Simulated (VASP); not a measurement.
Ni: relaxation of cell and atoms with PBE+D3(BJ)

Crystal: Ni.

```
CELL_PARAMETERS angstrom
0.00000 1.73757 1.73757
1.73757 0.00000 1.73757
1.73757 1.73757 0.00000
ATOMIC_POSITIONS crystal
Ni 0.00000 0.00000 0.00000
```

```
Program                : VASP 6.6.1
Task                   : relaxation of cell and atoms
Functional             : PBE
Dispersion             : D3(BJ)
Potentials or basis    : VASP PAW PBE potentials, release 64 (Ni)
Cutoff                 : 600 eV
k mesh                 : 13 × 13 × 13
Occupations            : fermi-dirac, width 0.05 eV
Spin                   : collinear spin, ferromagnetic start
Starting moments       : [1.0] μB
Dipole correction      : no
Further INCAR settings : ALGO = Normal; EDIFF = 1e-07; IBRION = 2; EDIFFG = -0.005; NSW = 80; ISIF = 3
```

The relaxed volume is 10.51 Å³/atom. The relaxed cell is a = 2.458 Å, b = 2.458 Å, c = 2.458 Å, α = 60.00°, β = 60.00°, γ = 60.00° and the space group after relaxing (to 0.1 Å) is Fm-3m (No. 225). The energy gained by relaxing is 0.0 meV/atom, the ionic steps are 3 and the pressure after relaxing is 0.0 GPa. The net moment is 0.62 μB per cell, the site moments are Ni +0.63 μB and the valence electrons inside the program's atomic spheres are Ni 9.37. The dispersion energy per atom is -0.480 eV.

Final structure:
```
Ni
1.0
     0.00000    1.73831    1.73831
     1.73831    0.00000    1.73831
     1.73831    1.73831    0.00000
Ni
1
Direct
  0.00000 0.00000 0.00000
```

Levels at points of the mesh, in eV from the Fermi level:
Spin up:
```tsv
k point	band 2	band 3	band 4	band 5	band 6	band 7	band 8	band 9
(0.00, 0.00, 0.00)	-2.52	-2.52	-2.52	-1.29	-1.29	24.01	28.15	28.15
```
Spin down:
```tsv
k point	band 2	band 3	band 4	band 5	band 6	band 7	band 8	band 9
(0.00, 0.00, 0.00)	-1.78	-1.78	-1.78	-0.71	-0.71	23.87	28.14	28.14
```

Run time: 71 s on 1 thread of Intel Xeon 8259CL, on a shared host, peak memory 0.16 GiB.
